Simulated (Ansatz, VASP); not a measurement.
**BaLiF3 in VASP and in Ansatz**

File INCAR:

```
PREC     = Accurate       # precision mode
ENCUT    = 520            # plane-wave cutoff, eV
EDIFF    = 1E-7           # SCF threshold, eV
ISMEAR   = 0              # smearing method
SIGMA    = 0.05           # smearing width, eV
LREAL    = False          # projectors in reciprocal space
LASPH    = True           # aspherical terms in the spheres
NELM     = 60             # most SCF steps
ALGO     = Normal         # electronic algorithm
ISIF     = 2              # what is computed and relaxed
LWAVE    = False          # write WAVECAR
LCHARG   = False          # write CHGCAR
GGA      = CA             # functional
NBANDS   = 25             # bands
```

The input KPOINTS:

```
Automatic mesh
0
Gamma
  6 6 6
```

File POSCAR:

```
BaLiF3
1.0
    3.9885816400      0.0000000000      0.0000000000
    0.0000000000      3.9885816400      0.0000000000
    0.0000000000      0.0000000000      4.1082390892
Ba Li F
1 1 3
Direct
    0.0000000000      0.0000000000      0.0000000000
    0.5000000000      0.5000000000      0.5000000000
    0.0000000000      0.5000000000      0.5000000000
    0.5000000000      0.5000000000      0.0000000000
    0.5000000000      0.0000000000      0.5000000000
```

Input for Ansatz:

```yaml
crystal:
  lattice:
    - [3.98858164, 0.0, 0.0]
    - [0.0, 3.98858164, 0.0]
    - [0.0, 0.0, 4.1082390892]
  atoms:
    - { symbol: Ba, position: [0.0, 0.0, 0.0] }
    - { symbol: Li, position: [0.5, 0.5, 0.5] }
    - { symbol: F, position: [0.0, 0.5, 0.5] }
    - { symbol: F, position: [0.5, 0.5, 0.0] }
    - { symbol: F, position: [0.5, 0.0, 0.5] }
basis:
  ecutwfc: 420
kpoints:
  mp_grid: { grid: [6, 6, 6] }
hamiltonian:
  xc: lda
scf:
  occupations: { method: gaussian, width: 0.05 }
output:
  forces: true
  stress: true
  eigenvalues: true
```

Change from the starting cell: strain +0.000 along x and y, +0.030 along z, atoms carried along.

Alike in both runs: task single point; functional LDA; k mesh 6 × 6 × 6; occupations gaussian, width 0.05 eV; no spin polarisation.

```csv
,VASP,Ansatz
version,VASP 6.6.1,Ansatz 0.2.0
potentials or method,"VASP PAW LDA potentials, release 64 (Ba_sv, Li_sv, F), cutoff 520 eV","scalar-relativistic, plane waves, PAW"
valence electrons in the cell,34,34
```

|  | VASP | Ansatz | Ansatz less VASP |
| --- | --- | --- | --- |
| gap on the k mesh at the Fermi level (eV) | 6.27 | 6.36 | +0.091 |
| least direct gap on the mesh (eV) | 6.28 | 6.37 | +0.092 |

LDA's correlation is that of Perdew and Zunger in VASP and of Perdew and Wang (1992) in Ansatz.

Spin-orbit coupling is off throughout. Noted on VASP's run: the cutoff is under 1.25 times that of the potentials, so the pressure is a little rough.
